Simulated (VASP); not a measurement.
Wanted: the native input for a VASP 6.6.1 run.

```
Task                   : single point
Functional             : PBEsol
Potentials or basis    : VASP PAW PBE potentials, release 64 (Si, O)
Cutoff                 : 520 eV
k mesh                 : 5 × 5 × 7
Occupations            : fermi-dirac, width 0.01 eV
Spin                   : no spin polarisation
Dipole correction      : no
Further INCAR settings : ALGO = Normal; EDIFF = 1e-06; NBANDS = 25
```

The structure of SiO2 lies in POSCAR:

```
SiO2
1.0
    4.1944400378      0.0000000000      0.0000000000
    0.0000000000      4.1944400378      0.0000000000
    0.0000000000      0.0000000000      2.6784583457
Si O
2 4
Direct
    0.0000000000      0.0000000000      0.0000000000
    0.5000000000      0.5000000000      0.5000000000
    0.3060530068      0.3060530068      0.0000000000
    0.1939469932      0.8060530068      0.5000000000
    0.6939469932      0.6939469932      0.0000000000
    0.8060530068      0.1939469932      0.5000000000
```

These files were run (other wordings do the same):

INCAR

```
PREC     = Accurate       # precision mode
ENCUT    = 520            # plane-wave cutoff, eV
EDIFF    = 1E-6           # SCF threshold, eV
ISMEAR   = -1             # smearing method
SIGMA    = 0.01           # smearing width, eV
LREAL    = F              # projectors in reciprocal space
LASPH    = T              # aspherical terms in the spheres
NELM     = 80             # most SCF steps
ALGO     = Normal         # electronic algorithm
ISIF     = 2              # what is computed and relaxed
LWAVE    = F              # write WAVECAR
LCHARG   = F              # write CHGCAR
GGA      = PS             # functional
NBANDS   = 25             # bands
```

KPOINTS

```
Automatic mesh
0
Gamma
  5 5 7
```

Potentials or basis: VASP PAW PBE potentials, release 64 (Si, O).

Run with:

```bash
$ cat potpaw_PBE.64/Si/POTCAR potpaw_PBE.64/O/POTCAR > POTCAR
$ mpirun -np 1 vasp_std > vasp.out
```

Results of the run:

| Item | Value |
| --- | --- |
| Pressure | 0.7 GPa |
| Largest force | 0.035 eV/Å |
| Band gap on the k mesh | 5.36 eV |

Caveat: the PAW data sets were made with another functional, which shifts forces and pressure a little.

Wall time 26 s on 1 thread of Intel Xeon 8259CL, with other jobs on the host, peak memory 0.16 GiB.
